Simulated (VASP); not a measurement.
**BaAs7: single point with PBE**

BaAs7:

```xyz
8
Lattice="8.5627 0.0000 0.0000 0.0000 8.5627 0.0000 0.0000 0.0000 8.5627" Properties=species:S:1:pos:R:3 pbc="T T T"
Ba    4.2814    4.2814    4.2814
As    1.0676    4.2814    4.2814
As    7.4952    4.2814    4.2814
As    4.2814    1.0676    4.2814
As    4.2814    7.4952    4.2814
As    4.2814    4.2814    1.0676
As    4.2814    4.2814    7.4952
As    0.0000    0.0000    0.0000
```

The cell was built from a structure type or drawn by symmetry, and may not be a known phase.

| Property | Result |
| --- | --- |
| Program | VASP 6.6.1 |
| Task | single point |
| Functional | PBE |
| Potentials or basis | VASP PAW PBE potentials, release 64 (Ba_sv, As) |
| Cutoff | 520 eV |
| k mesh | 6 × 6 × 6 |
| Occupations | gaussian, width 0.1 eV |
| Spin | no spin polarisation |

| Item | Value |
| --- | --- |
| Pressure | 0.1 GPa |
| Largest force | 0.082 eV/Å |
| Band gap on the k mesh | zero (an odd number of electrons rules out a gap without spin polarisation) |

Forces in eV/Å, atoms in the order of the input:
```
Ba   0.000  0.000  0.000
As   0.082  0.000  0.000
As  -0.082  0.000  0.000
As   0.000  0.082  0.000
As   0.000 -0.082  0.000
As   0.000  0.000  0.082
As   0.000  0.000 -0.082
As   0.000  0.000  0.000
```

Levels at points of the mesh, in eV from the Fermi level:
| k point | band 20 | band 21 | band 22 | band 23 | band 24 | band 25 | band 26 | band 27 |
| --- | --- | --- | --- | --- | --- | --- | --- | --- |
| (0.00, 0.00, 0.00) | -2.14 | -0.41 | -0.41 | -0.41 | 0.01 | 0.01 | 0.01 | 1.29 |
| (0.50, 0.00, 0.00) | -2.15 | -0.41 | -0.02 | 0.00 | 0.00 | 0.35 | 0.35 | 0.59 |
| (0.50, 0.50, 0.00) | -1.95 | -0.01 | -0.01 | 0.00 | 0.35 | 0.35 | 0.42 | 0.63 |
| (0.50, 0.50, 0.50) | -1.95 | 0.00 | 0.00 | 0.00 | 0.49 | 0.49 | 0.49 | 0.77 |

It took 4.6 min on 1 thread of Intel(R) Xeon(R) 6975P-C (Granite Rapids), on a shared host, peak memory 0.78 GiB.

Caveat: spin-orbit coupling is left out, which moves the levels of the heavy elements.
